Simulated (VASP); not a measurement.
# W3C in VASP: a series of runs, part 3 of 3

VASP 6.6.1. Earlier steps stand in the parts before.

### Step 5. Single point, PBE

INCAR reads:

```
PREC = Accurate
ENCUT = 520
EDIFF = 1E-6
ISMEAR = 0
SIGMA = 0.1
LREAL = False
LASPH = True
NELM = 100
ALGO = Normal
ISIF = 2
LWAVE = False
LCHARG = False
LDIPOL = True
IDIPOL = 3
DIPOL = 0.5 0.5 0.353
GGA = PE
NBANDS = 31
```

KPOINTS reads:

```
regular mesh
0
Gamma
  9 9 1
```

POSCAR reads:

```
W3C
1.0
    2.8545944806      0.0000000000      0.0000000000
   -1.4272972403      2.4721513377      0.0000000000
    0.0000000000      0.0000000000     21.6971108210
W C
3 1
Direct
    0.6666666667      0.3333333333      0.1843563428
    0.3333333333      0.6666666667      0.2926027619
    0.0000000000      0.0000000000      0.4008418859
    0.3333333333     -0.3333333333      0.5358829070
```

Potentials or basis: VASP PAW PBE potentials, release 64 (W_sv, C).

Launch:

```console
$ cat potpaw_PBE.64/W_sv/POTCAR potpaw_PBE.64/C/POTCAR > POTCAR
$ mpirun -np 1 vasp_std > vasp.out
```

OUTCAR:

```text
PREC = Accurate
   ENCUT = 520
   EDIFF = 1E-6
   ISMEAR = 0
   LREAL = False
   LASPH = True
   NELM = 100
   ISIF = 2
   GGA = PE

 ion  position               nearest neighbor table
   1  0.667  0.333  0.184-   2 2.87   2 2.87   2 2.87
   2  0.333  0.667  0.293-   3 2.87   3 2.87   3 2.87   1 2.87   1 2.87   1 2.87
   3  0.000  0.000  0.401-   2 2.87   2 2.87   2 2.87
   4  0.333  0.667  0.536-

  LATTYP: Found a hexagonal cell.
 ALAT       =     2.8545944806
 C/A-ratio  =     7.6007681541

  Lattice vectors:

 A1 = (   2.8545944806,   0.0000000000,   0.0000000000)
 A2 = (  -1.4272972403,   2.4721513377,   0.0000000000)
 A3 = (   0.0000000000,   0.0000000000,  21.6971108210)

Analysis of symmetry for initial positions (statically):
=====================================================================
 Subroutine PRICEL returns:
 Original cell was already a primitive cell.

 Routine SETGRP: Setting up the symmetry group for a
 hexagonal supercell.

 Subroutine GETGRP returns: Found  6 space group operations
 (whereof  6 operations were pure point group operations)
 out of a pool of 24 trial point group operations.

The static configuration has the point symmetry C_3v.

Analysis of symmetry for dynamics (positions and initial velocities):
=====================================================================
 Subroutine PRICEL returns:
 Original cell was already a primitive cell.

 Routine SETGRP: Setting up the symmetry group for a
 hexagonal supercell.

 Subroutine GETGRP returns: Found  6 space group operations
 (whereof  6 operations were pure point group operations)
 out of a pool of 24 trial point group operations.

The dynamic configuration has the point symmetry C_3v.

 Subroutine INISYM returns: Found  6 space group operations
 (whereof  6 operations are pure point group operations),
 and found     1 'primitive' translations

----------------------------------------------------------------------------------------

                                     Primitive cell

  volume of cell :     153.1163

  direct lattice vectors                    reciprocal lattice vectors
     2.854594481  0.000000000  0.000000000     0.350312455  0.202252990  0.000000000
    -1.427297240  2.472151338  0.000000000     0.000000000  0.404505980  0.000000000
     0.000000000  0.000000000 21.697110821     0.000000000  0.000000000  0.046089086

  length of vectors
     2.854594481  2.854594481 21.697110821     0.404505980  0.404505980  0.046089086

  position of ions in fractional coordinates (direct lattice)
     0.666666667  0.333333333  0.184356343
     0.333333333  0.666666667  0.292602762
     0.000000000  0.000000000  0.400841886
     0.333333333  0.666666667  0.535882907

  ion indices of the primitive-cell ions
   primitive index   ion index
                 1           1
                 2           2
                 3           3
                 4           4

----------------------------------------------------------------------------------------

 KPOINTS: regular mesh

Automatic generation of k-mesh.
 Grid dimensions read from file:
 generate k-points for:    9    9    1

 Generating k-lattice:

[... 28 lines left out ...]
  0.333333  0.222222  0.000000     12.000000
  0.333333  0.333333  0.000000      2.000000
   k-points           NKPTS =     12   k-points in BZ     NKDIM =     12   number of bands    NBANDS=     31
   number of dos      NEDOS =    301   number of ions     NIONS =      4
   total plane-waves  NPLWV =  93312
   dimension x,y,z NGX =    24 NGY =   24 NGZ =  162
   dimension x,y,z NGXF=    48 NGYF=   48 NGZF=  324
   ions per type =               3   1
   NGX,Y,Z   is equivalent  to a cutoff of  13.98, 13.98, 12.41 a.u.
   NGXF,Y,Z  is equivalent  to a cutoff of  27.95, 27.95, 24.83 a.u.
 SYSTEM =  unknown system
   PREC   = accura    normal or accurate (medium, high low for compatibility)
   ISTART =      0    job   : 0-new  1-cont  2-samecut
   ICHARG =      2    charge: 1-file 2-atom 10-const
   ISPIN  =      1    spin polarized calculation?
   LNONCOLLINEAR =      F non collinear calculations
   LSORBIT =      F    spin-orbit coupling
   LASPH  =      T    aspherical Exc in radial PAW
   ENCUT  =  520.0 eV  38.22 Ry    6.18 a.u.   5.31  5.31 40.34*2*pi/ulx,y,z
   NELM   =    100;   NELMIN=  2; NELMDL= -5     # of ELM steps
   EDIFF  = 0.1E-05   stopping-criterion for ELM
   LREAL  =      F    real-space projection
   EDIFFG = 0.1E-04   stopping-criterion for IOM
   NSW    =      0    number of steps for IOM
   IBRION =     -1    ionic relax: 0-MD 1-quasi-New 2-CG
   NFREE  =      0    steps in history (QN), initial steepest desc. (CG)
   ISIF   =      2    stress and relaxation
   ISYM   =      2    0-nonsym 1-usesym 2-fastsym
   POTIM  = 0.5000    time-step for ionic-motion
   TEBEG  =    0.0;   TEEND  =   0.0 temperature during run
   PSTRESS=    0.0 pullay stress
   NELECT =      46.0000    total number of electrons
   NUPDOWN=      -1.0000    fix difference up-down
   EMIN   =  10.00;   EMAX   =-10.00  energy-range for DOS
   EFERMI =   0.00;   METHOD = LEGACY
   ISMEAR =     0;   SIGMA  =   0.10  broadening in eV -4-tet -1-fermi 0-gaus
   EFERMI_NEDOS =   21; number of points for ismear=-14 and -15
   IALGO  =     38    algorithm
   IMIX   =      4    mixing-type and parameters
     AMIX     =   0.40;   BMIX     =  1.00
     AMIX_MAG =   1.60;   BMIX_MAG =  1.00
  volume/ion in A,a.u.               =      38.28       258.32
  Fermi-wavevector in a.u.,A,eV,Ry     =   1.096445  2.071981 16.356820  1.202192
  Thomas-Fermi vector in A             =   2.232787
   LORBIT       =      0    0 simple, 1 ext, 2 COOP (PROOUT), +10 PAW based schemes
   GGA     = PE    functional components
   LHFCALC =     F    Hartree Fock is set to
   AEXX    =    0.0000 exact exchange contribution
   IVDW    =     0    specifies the selected vdW correction
   LEPSILON=     F    determine dielectric tensor
   LRPA    =     F    only Hartree local field effects (RPA)
 non-spin polarized calculation
 Gauss-broadening in eV      SIGMA  =   0.10
  energy-cutoff  :      520.00
  volume of cell :      153.12
 maximum number of plane-waves:      4147
 NGX is ok and might be reduce to    24
   NGX = 11   NGY = 11   NGZ = 81

 dipolmoment           0.000000      0.000000     -0.228764 electrons x Angstroem

 number of electron      45.9999997 magnetization

 dipolmoment           0.000000      0.000000      0.039008 electrons x Angstroem

 Free energy of the ion-electron system (eV)
  ---------------------------------------------------
  ext. energy  EPLUGINS =         0.00000000
  ---------------------------------------------------
  free energy    TOTEN  =       -38.52496682 eV

  energy without entropy =      -38.49616950  energy(sigma->0) =      -38.51056816

 E-fermi :   0.2864     XC(G=0):  -6.2350

 val. band max:        0.2698870109   @ k =   0.1111   0.1111   0.0000
 cond. band min:       0.3626802634   @ k =   0.0000   0.0000   0.0000
 fundamental gap:      0.0927932525
 Fermi energy:         0.2863670657

 k-point     1 :       0.0000    0.0000    0.0000
  band No.  band energies     occupation
      1     -73.6545      2.00000
      2     -73.4474      2.00000
      3     -73.3884      2.00000
      4     -38.1816      2.00000
      5     -37.8413      2.00000
      6     -37.3712      2.00000
[... 397 lines left out ...]
     30       3.4557      0.00000
     31       4.4136      0.00000

------------------------ aborting loop because EDIFF is reached ----------------------------------------

 vacuum level on the upper side and lower side of the slab       (xc-potential included)         0.417        -0.495

  FORCE on cell =-STRESS in cart. coord.  units (eV):
  Direction    XX          YY          ZZ          XY          YZ          ZX
  --------------------------------------------------------------------------------------
  -------------------------------------------------------------------------------------
  Total       -9.1955703     -9.1955703     -4.4471015      0.0000000      0.0000000      0.0000000
  in kB      -96.2205570    -96.2205570    -46.5335559      0.0000000      0.0000000      0.0000000
  external PRESSURE =     -79.6582233 kB  Pullay stress =       0.0000000 kB

 VOLUME and BASIS-vectors are now :
 -----------------------------------------------------------------------------
  energy-cutoff  :      520.00
  volume of cell :      153.12
      direct lattice vectors                 reciprocal lattice vectors
     2.854594481  0.000000000  0.000000000     0.350312455  0.202252990  0.000000000
    -1.427297240  2.472151338  0.000000000     0.000000000  0.404505980  0.000000000
     0.000000000  0.000000000 21.697110821     0.000000000  0.000000000  0.046089086

 POSITION                                       TOTAL-FORCE (eV/Angst)
 -----------------------------------------------------------------------------------
      1.42730      0.82405      4.00000         0.000000     -0.000000     -0.051240
     -0.00000      1.64810      6.34863        -0.000000     -0.000000      0.034150
      0.00000      0.00000      8.69711        -0.000000      0.000000      1.576312
     -0.00000      1.64810     11.62711        -0.000000      0.000000     -1.559222
 -----------------------------------------------------------------------------------
    total drift:                                0.000000     -0.000000     -0.000548

  FREE ENERGIE OF THE ION-ELECTRON SYSTEM (eV)
  ---------------------------------------------------
  free  energy   TOTEN  =       -38.5249668180 eV

  energy  without entropy=      -38.4961694967  energy(sigma->0) =      -38.51056816

 vacuum level on the upper side and lower side of the slab         6.372         5.373
```

Wall time 2.7 min (1 thread of Intel Xeon 8259CL, shared host); peak memory 0.3 GiB.

What came out:

| Quantity | Value |
| --- | --- |
| Free energy | -38.5250 eV |
| Largest force | 1.576 eV/Å |
| Band gap on the k mesh | zero (bands 23 and 24 overlap by 0.83 eV) |

Forces in eV/Å, atoms in the order of the input:
```
W    0.000  0.000 -0.051
W    0.000  0.000  0.034
W    0.000  0.000  1.576
C    0.000  0.000 -1.559
```

Caveat: spin-orbit coupling is left out, which moves the levels of the heavy elements.

### Step 6. Single point, PBE

INCAR reads:

```
  PREC = Accurate
  ENCUT = 520
  EDIFF = 1E-6
  ISMEAR = 0
  SIGMA = 0.1
  LREAL = False
  LASPH = True
  NELM = 80
  ALGO = Normal
  ISIF = 2
  LWAVE = False
  LCHARG = False
  LDIPOL = True
  IDIPOL = 3
  DIPOL = 0.5 0.5 0.367
  GGA = PE
  NBANDS = 31
```

KPOINTS reads:

```
Automatic mesh
0
Gamma
  9 9 1
```

Changes to POSCAR since step 5:

```diff
@@ -11,2 +11,2 @@
     0.0000000000      0.0000000000      0.4008418859
-    0.3333333333     -0.3333333333      0.5358829070
+    0.3333333333     -0.3333333333      0.5911898099
```

Potentials or basis: VASP PAW PBE potentials, release 64 (W_sv, C).

Launch:

```console
$ cat potpaw_PBE.64/W_sv/POTCAR potpaw_PBE.64/C/POTCAR > POTCAR
$ mpirun -np 1 vasp_std > vasp.out
```

OUTCAR:

```text
PREC = Accurate
   ENCUT = 520
   EDIFF = 1E-6
   ISMEAR = 0
   LREAL = False
   LASPH = True
   NELM = 80
   ISIF = 2
   GGA = PE

 ion  position               nearest neighbor table
   1  0.667  0.333  0.184-   2 2.87   2 2.87   2 2.87
   2  0.333  0.667  0.293-   3 2.87   3 2.87   3 2.87   1 2.87   1 2.87   1 2.87
   3  0.000  0.000  0.401-   2 2.87   2 2.87   2 2.87
   4  0.333  0.667  0.591-

  LATTYP: Found a hexagonal cell.
 ALAT       =     2.8545944806
 C/A-ratio  =     7.6007681541

  Lattice vectors:

 A1 = (   2.8545944806,   0.0000000000,   0.0000000000)
 A2 = (  -1.4272972403,   2.4721513377,   0.0000000000)
 A3 = (   0.0000000000,   0.0000000000,  21.6971108210)

Analysis of symmetry for initial positions (statically):
=====================================================================
 Subroutine PRICEL returns:
 Original cell was already a primitive cell.

 Routine SETGRP: Setting up the symmetry group for a
 hexagonal supercell.

 Subroutine GETGRP returns: Found  6 space group operations
 (whereof  6 operations were pure point group operations)
 out of a pool of 24 trial point group operations.

The static configuration has the point symmetry C_3v.

[... 163 lines left out ...]
 k-point     1 :       0.0000    0.0000    0.0000
  band No.  band energies     occupation
      1     -73.4312      2.00000
      2     -73.3860      2.00000
      3     -73.3370      2.00000
      4     -38.0625      2.00000
      5     -37.7113      2.00000
      6     -37.2942      2.00000
[... 397 lines left out ...]
     30       3.4782      0.00000
     31       4.4641      0.00000

------------------------ aborting loop because EDIFF is reached ----------------------------------------

 vacuum level on the upper side and lower side of the slab       (xc-potential included)         0.160        -0.676

  FORCE on cell =-STRESS in cart. coord.  units (eV):
  Direction    XX          YY          ZZ          XY          YZ          ZX
  --------------------------------------------------------------------------------------
  -------------------------------------------------------------------------------------
  Total      -10.4146370    -10.4146370     -0.7718222      0.0000000      0.0000000      0.0000000
  in kB     -108.9766213   -108.9766213     -8.0761891      0.0000000      0.0000000      0.0000000
  external PRESSURE =     -75.3431439 kB  Pullay stress =       0.0000000 kB

 VOLUME and BASIS-vectors are now :
 -----------------------------------------------------------------------------
  energy-cutoff  :      520.00
  volume of cell :      153.12
      direct lattice vectors                 reciprocal lattice vectors
     2.854594481  0.000000000  0.000000000     0.350312455  0.202252990  0.000000000
    -1.427297240  2.472151338  0.000000000     0.000000000  0.404505980  0.000000000
     0.000000000  0.000000000 21.697110821     0.000000000  0.000000000  0.046089086

 POSITION                                       TOTAL-FORCE (eV/Angst)
 -----------------------------------------------------------------------------------
      1.42730      0.82405      4.00000         0.000000      0.000000     -0.113884
     -0.00000      1.64810      6.34863        -0.000000     -0.000000      0.100812
      0.00000      0.00000      8.69711         0.000000     -0.000000      0.243238
     -0.00000      1.64810     12.82711         0.000000     -0.000000     -0.230166
 -----------------------------------------------------------------------------------
    total drift:                                0.000000     -0.000000     -0.000460

  FREE ENERGIE OF THE ION-ELECTRON SYSTEM (eV)
  ---------------------------------------------------
  free  energy   TOTEN  =       -37.5950746196 eV

  energy  without entropy=      -37.5511168186  energy(sigma->0) =      -37.57309572

 vacuum level on the upper side and lower side of the slab         6.117         5.279
```

It took 3.6 min on 1 thread of Intel Xeon 8259CL, shared host; peak memory 0.31 GiB.

What came out:

- Free energy: -37.5951 eV
- Largest force: 0.243 eV/Å
- Band gap on the k mesh: zero (bands 23 and 24 overlap by 1.20 eV)

Forces in eV/Å, atoms in the order of the input:
```
W    0.000  0.000 -0.114
W    0.000  0.000  0.101
W    0.000  0.000  0.243
C    0.000  0.000 -0.230
```

Caveat: spin-orbit coupling is left out, which moves the levels of the heavy elements.

### Step 7. The runs side by side

| cell | gap on the mesh (eV) | largest force (eV/Å) |
| --- | --- | --- |
| as given, atomic positions A | none | 2.88 |
| as given, atomic positions B | none | 0.69 |
| as given, atomic positions C | none | 2.74 |
| as given, atomic positions D | none | 1.58 |
| as given, atomic positions E | none | 0.24 |

Alike in all rows: task single point; level PBE; potentials or basis VASP PAW PBE potentials, release 64 (W_sv, C); no spin polarisation; k mesh 9 × 9 × 1; cutoff (eV) 520; smearing gaussian 0.1 eV.

Caveats: spin-orbit coupling is left out, which moves the levels of the heavy elements.

Total energies depend on the potentials used, so only differences within one code and one set of settings carry meaning.
